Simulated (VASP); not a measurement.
Set up this calculation in VASP 6.6.1, as the native input.

```
Task                   : single point
Functional             : PBE
Potentials or basis    : VASP PAW PBE potentials, release 64 (Se)
Cutoff                 : 520 eV
k mesh                 : 11 × 11 × 11
Occupations            : fermi-dirac, width 0.1 eV
Spin                   : no spin polarisation
Dipole correction      : no
Further INCAR settings : ALGO = Normal; EDIFF = 1e-07; NBANDS = 13
```

The structure of Se lies in POSCAR:

```
Se
1.0
    0.0000000000      2.3325060987      2.3325060987
    2.3325060987      0.0000000000      2.3325060987
    2.3325060987      2.3325060987      0.0000000000
Se
2
Direct
   -0.1250000000     -0.1250000000     -0.1250000000
    0.1250000000      0.1250000000      0.1250000000
```

This isn't the form of Se at room conditions, which is trigonal, of chains.

One way to write it, as run:

INCAR

```
  PREC = Accurate
  ENCUT = 520
  EDIFF = 1E-7
  ISMEAR = -1
  SIGMA = 0.1
  LREAL = False
  LASPH = True
  NELM = 80
  ALGO = Normal
  ISIF = 2
  LWAVE = False
  LCHARG = False
  GGA = PE
  NBANDS = 13
```

KPOINTS

```
regular mesh
0
Gamma
  11 11 11
```

Potentials or basis: VASP PAW PBE potentials, release 64 (Se).

Launch:

```bash
$ cat potpaw_PBE.64/Se/POTCAR > POTCAR
$ mpirun -np 1 vasp_std > vasp.out
```

It gave:

```json
{"Pressure": "216.1 GPa", "Band gap on the k mesh": "zero (bands 6 and 7 overlap by 4.75 eV)"}
```

Caveat: the cell stands under pressure.

Wall time 17 s on 1 thread of AMD EPYC 7R13 Processor (Zen 3), with other jobs on the host, peak memory 0.13 GiB.
